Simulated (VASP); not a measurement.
RuS2, 6 atoms in the cell. Symmetry: P6_3/mmc, No. 194, hexagonal system. The conventional cell has a = 2.951 Å, b = 2.951 Å, c = 11.480 Å, α = 90.00°, β = 90.00°, γ = 120.00°. Ru (site symmetry -6m2) has 6 S at 2.21 Å and 6 Ru at 2.95 Å within 3.0 Å. Within 3.0 Å of S (site symmetry 3m) lie 3 Ru at 2.21 Å and 7 S at 2.81 to 2.95 Å. 

* Program: VASP 6.6.1
* Task: single point
* Functional: PBE
* Potentials or basis: VASP PAW PBE potentials, release 64 (Ru_pv, S)
* Cutoff: 520 eV
* k mesh: 6 × 6 × 2
* Occupations: gaussian, width 0.1 eV
* Spin: collinear spin, ferromagnetic start
* Starting moments: [1.0, 1.0, 0.0, 0.0, 0.0, 0.0] μB
* Dipole correction: no
* Further INCAR settings: ALGO = Normal; EDIFF = 1e-06; NBANDS = 39

Potentials or basis: VASP PAW PBE potentials, release 64 (Ru_pv, S).

Run with:

```bash
$ cat potpaw_PBE.64/Ru_pv/POTCAR potpaw_PBE.64/S/POTCAR > POTCAR
$ mpirun -np 1 vasp_std > vasp.out
```

Hardware: 1 thread of Intel(R) Xeon(R) 6975P-C (Granite Rapids), with other jobs on the host.

Problem. How long does it take, and how much memory?

Solution. It took 67 s on 1 thread of Intel(R) Xeon(R) 6975P-C (Granite Rapids), with other jobs on the host, peak memory 0.29 GiB. Counts: scf iterations 24, k points 14.
